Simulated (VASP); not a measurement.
# Ir (P6/mmm) in VASP: a series of runs

The runs below take Ir through relaxation of cell and atoms, single point, with PBE.

Everything below comes from runs of VASP 6.6.1. Logs are shortened: lines on timing, memory, paths and dates and some standing lists are left out, and cuts for length are marked.

## 1. The cell of the first run

Symmetry: P6/mmm, No. 191, hexagonal system. The conventional cell has a = 2.452 Å, b = 2.452 Å, c = 2.352 Å, α = 90.00°, β = 90.00°, γ = 120.00°. Ir (site symmetry 6/mmm) has 8 Ir at 2.35 to 2.45 Å within 3.1 Å.

## 2. Relaxation of cell and atoms, PBE, target pressure 140 GPa, at which the enthalpy is minimised

Input file INCAR:

```
SYSTEM = Ir
  PREC = Accurate
  ENCUT = 600
  EDIFF = 1E-7
  ISMEAR = -1
  SIGMA = 0.08
  LREAL = .FALSE.
  LASPH = .TRUE.
  NELM = 60
  ALGO = Normal
  ISIF = 3
  LWAVE = .FALSE.
  LCHARG = .FALSE.
  GGA = PE
  IBRION = 2
  NSW = 32
  EDIFFG = -0.005
  PSTRESS = 1400.0
```

Input file KPOINTS:

```
Automatic mesh
0
G
  18 18 17
  0 0 0
```

Input file POSCAR:

```
Ir
1.0
    2.4517784638      0.0000000000      0.0000000000
   -1.2258892319      2.1233024341      0.0000000000
    0.0000000000      0.0000000000      2.3519515939
Ir
1
Direct
    0.0000000000      0.0000000000      0.0000000000
```

Potentials or basis: VASP PAW PBE potentials, release 64 (Ir).

On the command line:

```bash
$ cat potpaw_PBE.64/Ir/POTCAR > POTCAR
$ mpirun -np 1 vasp_std > vasp.out
```

OUTCAR:

```text
SYSTEM = Ir
   PREC = Accurate
   ENCUT = 600
   EDIFF = 1E-7
   ISMEAR = -1
   LREAL = .FALSE.
   LASPH = .TRUE.
   NELM = 60
   ISIF = 3
   GGA = PE
   IBRION = 2
   NSW = 32
   EDIFFG = -0.005
   PSTRESS = 1400.0

 ion  position               nearest neighbor table
   1  0.000  0.000  0.000-

  LATTYP: Found a hexagonal cell.
 ALAT       =     2.4517784638
 C/A-ratio  =     0.9592838948

  Lattice vectors:

 A1 = (   2.4517784638,   0.0000000000,   0.0000000000)
 A2 = (  -1.2258892319,   2.1233024341,   0.0000000000)
 A3 = (   0.0000000000,   0.0000000000,   2.3519515939)

Analysis of symmetry for initial positions (statically):
=====================================================================
 Subroutine PRICEL returns:
 Original cell was already a primitive cell.

 Routine SETGRP: Setting up the symmetry group for a
 hexagonal supercell.

 Subroutine GETGRP returns: Found 24 space group operations
 (whereof 24 operations were pure point group operations)
 out of a pool of 24 trial point group operations.

The static configuration has the point symmetry D_6h.

Analysis of symmetry for dynamics (positions and initial velocities):
=====================================================================
 Subroutine PRICEL returns:
 Original cell was already a primitive cell.

 Routine SETGRP: Setting up the symmetry group for a
 hexagonal supercell.

 Subroutine GETGRP returns: Found 24 space group operations
 (whereof 24 operations were pure point group operations)
 out of a pool of 24 trial point group operations.

The dynamic configuration has the point symmetry D_6h.

 Subroutine INISYM returns: Found 24 space group operations
 (whereof 24 operations are pure point group operations),
 and found     1 'primitive' translations

----------------------------------------------------------------------------------------

                                     Primitive cell

  volume of cell :      12.2439

  direct lattice vectors                    reciprocal lattice vectors
     2.451778464  0.000000000  0.000000000     0.407867193  0.235482234  0.000000000
    -1.225889232  2.123302434  0.000000000     0.000000000  0.470964467  0.000000000
     0.000000000  0.000000000  2.351951594     0.000000000  0.000000000  0.425178819

  length of vectors
     2.451778464  2.451778464  2.351951594     0.470964467  0.470964467  0.425178819

  position of ions in fractional coordinates (direct lattice)
     0.000000000  0.000000000  0.000000000

  ion indices of the primitive-cell ions
   primitive index   ion index
                 1           1

----------------------------------------------------------------------------------------

 KPOINTS: Automatic mesh

Automatic generation of k-mesh.
 Grid dimensions read from file:
 generate k-points for:   18   18   17

 Generating k-lattice:

  Cartesian coordinates                     Fractional coordinates (reciprocal lattice)
     0.022659289  0.013082346  0.000000000     0.055555556  0.000000000  0.000000000
     0.000000000  0.026164693  0.000000000     0.000000000  0.055555556  0.000000000
     0.000000000  0.000000000  0.025010519     0.000000000  0.000000000  0.058823529

  Length of vectors
     0.026164693  0.026164693  0.025010519

  Shift w.r.t. Gamma in fractional coordinates (k-lattice)
     0.000000000  0.000000000  0.000000000

 Subroutine IBZKPT returns following result:
 ===========================================

 Found    333 irreducible k-points:

 Following reciprocal coordinates:
            Coordinates               Weight
  0.000000  0.000000  0.000000      1.000000
  0.055556  0.000000  0.000000      6.000000
  0.111111  0.000000  0.000000      6.000000
  0.166667  0.000000  0.000000      6.000000
  0.222222  0.000000  0.000000      6.000000
  0.277778  0.000000  0.000000      6.000000
[... 16 lines left out ...]
  0.333333  0.111111  0.000000     12.000000
  0.388889  0.111111  0.000000     12.000000
 [... further k-points ...]
   k-points           NKPTS =    333   k-points in BZ     NKDIM =    333   number of bands    NBANDS=      8
   number of dos      NEDOS =    301   number of ions     NIONS =      1
   total plane-waves  NPLWV =   8000
   dimension x,y,z NGX =    20 NGY =   20 NGZ =   20
   dimension x,y,z NGXF=    40 NGYF=   40 NGZF=   40
   ions per type =               1
   NGX,Y,Z   is equivalent  to a cutoff of  13.56, 13.56, 14.14 a.u.
   NGXF,Y,Z  is equivalent  to a cutoff of  27.12, 27.12, 28.27 a.u.
 SYSTEM =  Ir
   PREC   = accura    normal or accurate (medium, high low for compatibility)
   ISTART =      0    job   : 0-new  1-cont  2-samecut
   ICHARG =      2    charge: 1-file 2-atom 10-const
   ISPIN  =      1    spin polarized calculation?
   LNONCOLLINEAR =      F non collinear calculations
   LSORBIT =      F    spin-orbit coupling
   LASPH  =      T    aspherical Exc in radial PAW
   ENCUT  =  600.0 eV  44.10 Ry    6.64 a.u.   4.90  4.90  4.70*2*pi/ulx,y,z
   NELM   =     60;   NELMIN=  2; NELMDL= -5     # of ELM steps
   EDIFF  = 0.1E-06   stopping-criterion for ELM
   LREAL  =      F    real-space projection
   EDIFFG = -.5E-02   stopping-criterion for IOM
   NSW    =     32    number of steps for IOM
   IBRION =      2    ionic relax: 0-MD 1-quasi-New 2-CG
   NFREE  =      1    steps in history (QN), initial steepest desc. (CG)
   ISIF   =      3    stress and relaxation
   ISYM   =      2    0-nonsym 1-usesym 2-fastsym
   POTIM  = 0.5000    time-step for ionic-motion
   TEBEG  =    0.0;   TEEND  =   0.0 temperature during run
   PSTRESS= 1400.0 pullay stress
   NELECT =       9.0000    total number of electrons
   NUPDOWN=      -1.0000    fix difference up-down
   EMIN   =  10.00;   EMAX   =-10.00  energy-range for DOS
   EFERMI =   0.00;   METHOD = LEGACY
   ISMEAR =    -1;   SIGMA  =   0.08  broadening in eV -4-tet -1-fermi 0-gaus
   EFERMI_NEDOS =   21; number of points for ismear=-14 and -15
   IALGO  =     38    algorithm
   IMIX   =      4    mixing-type and parameters
     AMIX     =   0.40;   BMIX     =  1.00
     AMIX_MAG =   1.60;   BMIX_MAG =  1.00
  volume/ion in A,a.u.               =      12.24        82.63
  Fermi-wavevector in a.u.,A,eV,Ry     =   1.477458  2.791991 29.699920  2.182883
  Thomas-Fermi vector in A             =   2.591860
   LORBIT       =      0    0 simple, 1 ext, 2 COOP (PROOUT), +10 PAW based schemes
   GGA     = PE    functional components
   LHFCALC =     F    Hartree Fock is set to
   AEXX    =    0.0000 exact exchange contribution
   IVDW    =     0    specifies the selected vdW correction
   LEPSILON=     F    determine dielectric tensor
   LRPA    =     F    only Hartree local field effects (RPA)
 conjugate gradient relaxation of ions
 non-spin polarized calculation
  energy-cutoff  :      600.00
  volume of cell :       12.24
 maximum number of plane-waves:       423
 NGX is ok and might be reduce to    20
   NGX =  9   NGY =  9   NGZ =  9

--------------------------------------- Ionic step        1  -------------------------------------------

 number of electron       9.0000000 magnetization

 Free energy of the ion-electron system (eV)
  ---------------------------------------------------
  ext. energy  EPLUGINS =         0.00000000
  ---------------------------------------------------
  free energy    TOTEN  =        -7.06053496 eV

  energy without entropy =       -7.04669317  energy(sigma->0) =       -7.05361407

------------------------ aborting loop because EDIFF is reached ----------------------------------------

  FORCE on cell =-STRESS in cart. coord.  units (eV):
  Direction    XX          YY          ZZ          XY          YZ          ZX
  --------------------------------------------------------------------------------------
  -------------------------------------------------------------------------------------
  Total       10.8549352     10.8549352     10.7531661      0.0000000     -0.0000000      0.0000000
  in kB     1420.4186145   1420.4186145   1407.1016581      0.0000000     -0.0000000      0.0000000
  external PRESSURE =      15.9796290 kB  Pullay stress =    1400.0000000 kB

 VOLUME and BASIS-vectors are now :
 -----------------------------------------------------------------------------
  energy-cutoff  :      600.00
  volume of cell :       12.24
      direct lattice vectors                 reciprocal lattice vectors
     2.451778464  0.000000000  0.000000000     0.407867193  0.235482234  0.000000000
    -1.225889232  2.123302434  0.000000000     0.000000000  0.470964467  0.000000000
     0.000000000  0.000000000  2.351951594     0.000000000  0.000000000  0.425178819
[... 155 lines left out ...]
  FREE ENERGIE OF THE ION-ELECTRON SYSTEM (eV)
  ---------------------------------------------------
  free  energy   TOTEN  =        -7.0752204907 eV

  energy  without entropy=       -7.0613512995  energy(sigma->0) =       -7.06828590

  enthalpy is  TOTEN    =         3.6382682632 eV   P V=       10.7134887539

--------------------------------------- Ionic step        6  -------------------------------------------

 number of electron       9.0000000 magnetization

 Free energy of the ion-electron system (eV)
  ---------------------------------------------------
  ext. energy  EPLUGINS =         0.00000000
  ---------------------------------------------------
  free energy    TOTEN  =        -7.07912768 eV

  energy without entropy =       -7.06524629  energy(sigma->0) =       -7.07218698

 E-fermi :  12.7219     XC(G=0): -14.7467

 val. band max:       12.7216846927   @ k =   0.0556   0.0000   0.2353
 cond. band min:      12.7362057463   @ k =   0.3333   0.0000   0.2941
 fundamental gap:      0.0145210536
 Fermi energy:        12.7219032828

 k-point     1 :       0.0000    0.0000    0.0000
  band No.  band energies     occupation
      1       0.4917      2.00000
      2       3.9343      2.00000
      3       8.2771      2.00000
      4       8.2771      2.00000
      5      14.9717      0.00000
      6      14.9717      0.00000
      7      27.5714      0.00000
      8      29.6054      0.00000

 k-point     2 :       0.0556    0.0000    0.0000
  band No.  band energies     occupation
      1       0.6591      2.00000
      2       4.0055      2.00000
      3       8.1292      2.00000
      4       8.4311      2.00000
      5      14.7702      0.00000
      6      14.9392      0.00000
      7      27.9366      0.00000
      8      29.9516      0.00000
[... 221 lines left out ...]
 k-point    23 :       0.3333    0.1111    0.0000
  band No.  band energies     occupation
      1       3.9408      2.00000
      2       5.2341      2.00000
      3       9.3375      2.00000
      4      10.9189      2.00000
      5      13.7035      0.00001
      6      15.4431      0.00000
      7      23.5396      0.00000
      8      27.5780      0.00000

 k-point    24 :       0.3889    0.1111    0.0000
  band No.  band energies     occupation
      1       3.7909      2.00000
      2       5.4333      2.00000
      3      10.3956      2.00000
      4      10.6598      2.00000
      5      13.5908      0.00004
      6      16.4702      0.00000
      7      22.3457      0.00000
      8      26.7044      0.00000

 [... further k-points ...]

------------------------ aborting loop because EDIFF is reached ----------------------------------------

  FORCE on cell =-STRESS in cart. coord.  units (eV):
  Direction    XX          YY          ZZ          XY          YZ          ZX
  --------------------------------------------------------------------------------------
  -------------------------------------------------------------------------------------
  Total       10.7192034     10.7192034     10.7198477      0.0000000     -0.0000000      0.0000000
  in kB     1400.2411491   1400.2411491   1400.3253119      0.0000000     -0.0000000      0.0000000
  external PRESSURE =       0.2692034 kB  Pullay stress =    1400.0000000 kB

 VOLUME and BASIS-vectors are now :
 -----------------------------------------------------------------------------
  energy-cutoff  :      600.00
  volume of cell :       12.27
      direct lattice vectors                 reciprocal lattice vectors
     2.453832233 -0.000000000 -0.000000000     0.407525823  0.235285144 -0.000000000
    -1.226916116  2.125081050  0.000000000     0.000000000  0.470570287 -0.000000000
    -0.000000000  0.000000000  2.352068096     0.000000000 -0.000000000  0.425157759

 POSITION                                       TOTAL-FORCE (eV/Angst)
 -----------------------------------------------------------------------------------
      0.00000      0.00000      2.35207         0.000000     -0.000000      0.000000
 -----------------------------------------------------------------------------------
    total drift:                               -0.000000      0.000000     -0.000000

  FREE ENERGIE OF THE ION-ELECTRON SYSTEM (eV)
  ---------------------------------------------------
  free  energy   TOTEN  =        -7.0791276767 eV

  energy  without entropy=       -7.0652462858  energy(sigma->0) =       -7.07218698

  enthalpy is  TOTEN    =         3.6382296310 eV   P V=       10.7173573077

 reached required accuracy - stopping structural energy minimisation
```

Wall time 76 s (1 thread of Intel Xeon 6975P-C, shared host); peak memory 0.17 GiB.

What came out:

- Free energy: -7.0791 eV
- Relaxed volume: 12.27 Å³/atom
- Relaxed cell: a = 2.454 Å, b = 2.454 Å, c = 2.352 Å, α = 90.00°, β = 90.00°, γ = 120.00°
- Space group after relaxing (to 0.05 Å): P6/mmm (No. 191)
- Energy change on relaxing (the enthalpy is what falls): -18.6 meV/atom
- Ionic steps: 6
- Pressure after relaxing: 140.0 GPa

Step by step:
```
step  energy change (eV)  largest force (eV/Å)  pressure (GPa)  volume (Å³)
   1              0.0000                0.0000          141.60        12.24
   2             -0.1810                0.0000          126.30        12.46
   3             -0.0201                0.0000          139.92        12.27
   4             -0.0197                0.0000          139.94        12.27
   5             -0.0147                0.0000          140.30        12.26
   6             -0.0186                0.0000          140.03        12.27
```

Final structure:
```
CELL_PARAMETERS angstrom
2.45383 0.00000 0.00000
-1.22692 2.12508 0.00000
0.00000 0.00000 2.35207
ATOMIC_POSITIONS crystal
Ir 0.00000 0.00000 0.00000
```

Caveat: the cell is relaxed towards a set pressure, so the enthalpy falls and the energy may rise; spin-orbit coupling is left out, which moves the levels of the heavy elements.

## 3. Single point, PBE

Input file INCAR:

```
SYSTEM = Ir
  ALGO = Normal
  EDIFF = 1E-6
  ENCUT = 500
  GGA = PE
  GGA_COMPAT = .False.
  ISIF = 2
  ISMEAR = -1
  LASPH = .True.
  LCHARG = .False.
  LREAL = .False.
  LWAVE = .False.
  NBANDS = 14
  NELM = 120
  PREC = Accurate
  SIGMA = 0.08
```

Input file KPOINTS:

```
k-points
0
Gamma
  18 18 17
  0 0 0
```

POSCAR is that of step 2.

Potentials or basis: VASP PAW PBE potentials, release 64 (Ir_sv_GW).

On the command line:

```bash
$ cat potpaw_PBE.64/Ir_sv_GW/POTCAR > POTCAR
$ mpirun -np 1 vasp_std > vasp.out
```

Run time: 26 s. Hardware: 1 thread of AMD EPYC 9R45 (Zen 5), shared host; peak memory 0.14 GiB.

It converged, with:

- Free energy: -7.6349 eV
- Pressure: 136.0 GPa

Levels at points of the mesh, in eV from the Fermi level:
```csv
k point,band 6,band 7,band 8,band 9,band 10,band 11
"(0.00, 0.00, 0.00)",-8.77,-4.44,-4.44,2.25,2.25,13.99
"(0.50, 0.00, 0.00)",-7.25,-2.31,-0.63,1.25,2.94,9.78
```

Caveat: spin-orbit coupling is left out, which moves the levels of the heavy elements.
